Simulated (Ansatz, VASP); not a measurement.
## Pd: VASP beside Ansatz

POSCAR

```
Pd
1.0
    0.0000000000      1.9567730079      1.9567730079
    1.9567730079      0.0000000000      1.9567730079
    1.9567730079      1.9567730079      0.0000000000
Pd
1
Direct
    0.0000000000      0.0000000000      0.0000000000
```

The input INCAR.step1:

```
PREC = Accurate ; ENCUT = 520
ISMEAR = 0 ; SIGMA = 0.2
LREAL = F ; LASPH = T
NELM = 150 ; ISPIN = 2
MAGMOM = 0.436 ; LMAXMIX = 4
NBANDS = 15 ; GGA = PE
ALGO = Normal ; EDIFF = 1E-4
LWAVE = T ; LCHARG = F
```

Contents of INCAR.step2:

```
PREC = Accurate ; ENCUT = 520
EDIFF = 1E-6 ; ISMEAR = 0
SIGMA = 0.2 ; LREAL = F
LASPH = T ; NELM = 150
ALGO = Normal ; ISIF = 2
LWAVE = F ; LCHARG = F
ISPIN = 2 ; MAGMOM = 0.436
LORBIT = 11 ; LMAXMIX = 4
METAGGA = R2SCAN ; LMIXTAU = T
NBANDS = 15 ; ISTART = 1
```

KPOINTS

```
Automatic mesh
0
Gamma
  14 14 14
```

Input for Ansatz:

```yaml
crystal:
  lattice:
    - [0.0, 1.9567730079, 1.9567730079]
    - [1.9567730079, 0.0, 1.9567730079]
    - [1.9567730079, 1.9567730079, 0.0]
  atoms:
    - { symbol: Pd, position: [0.0, 0.0, 0.0], spin: 0.436 }
hamiltonian:
  xc: r2scan
  pseudopotentials:
    kind: paw
    azcp:
      Pd: "pseudopotentials/Pd.paw.azcp"
basis:
  ecutwfc: 500
  fft_grid_basis: typed
kpoints:
  mp_grid: { grid: [14, 14, 14], shift: [0, 0, 0] }
magnetization:
  spin_polarized: true
scf:
  occupations: { method: gaussian, width: 0.2 }
  lower_state_search: "off"
output:
  stress: true
```

Alike in both runs: task single point; functional r2SCAN; k mesh 14 × 14 × 14; occupations gaussian, width 0.2 eV; collinear spin.

|  | VASP | Ansatz |
| --- | --- | --- |
| version | VASP 6.6.1 | Ansatz 0.2.0 |
| potentials or method | VASP PAW PBE potentials, release 64 (Pd), cutoff 520 eV | plane waves (500 eV) with PAW, scalar-relativistic |
| valence electrons in the cell | 10 | 18 |

```tsv
	VASP	Ansatz	Ansatz less VASP
pressure (GPa)	0.8	0.1	-0.68
net moment per atom (μB)	0.45	0.45	-0.001
size of the moment on the site where the two differ most (μB)	0.46	0.46	+0.008
```

VASP's potentials were made for PBE, not for r2SCAN. Site moments also hang on the region over which each program counts them. The functional is the same, so the differences come from potentials, cutoffs and numerics. VASP's potentials hold 10 valence electrons a cell and Ansatz's 18, so a difference there can come from the potentials and not from the codes. Ansatz's warnings: stability check not made.
